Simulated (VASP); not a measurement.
Cu, 1 atom in the cell. It takes space group Fm-3m (No. 225, cubic). Conventional cell: a = 3.615 Å, b = 3.615 Å, c = 3.615 Å, α = 90.00°, β = 90.00°, γ = 90.00°. Within 3.4 Å of Cu (site symmetry m-3m) lie 12 Cu at 2.56 Å. 

| Quantity | Value |
| --- | --- |
| Program | VASP 6.6.1 |
| Task | relaxation of cell and atoms |
| Functional | PBEsol |
| Potentials or basis | VASP PAW PBE potentials, release 64 (Cu) |
| Cutoff | 600 eV |
| k mesh | 20 × 20 × 20 |
| Occupations | gaussian, width 0.1 eV |
| Spin | no spin polarisation |
| Dipole correction | no |
| Further INCAR settings | ALGO = Normal; EDIFF = 1e-07; IBRION = 2; EDIFFG = -0.005; NSW = 100; ISIF = 3 |

Potentials or basis: VASP PAW PBE potentials, release 64 (Cu).

Command:

```sh
$ cat potpaw_PBE.64/Cu/POTCAR > POTCAR
$ mpirun -np 1 vasp_std > vasp.out
```

Hardware: 1 thread of Intel(R) Xeon(R) Platinum 8259CL CPU @ 2.50GHz (Skylake/Cascade Lake), on a shared host.

Q: Estimate the wall time of this run.

A: It took 59 s on 1 thread of Intel(R) Xeon(R) Platinum 8259CL CPU @ 2.50GHz (Skylake/Cascade Lake) (shared host), peak memory 0.16 GiB. Counts: scf iterations 28, k points 256, ion steps 3.
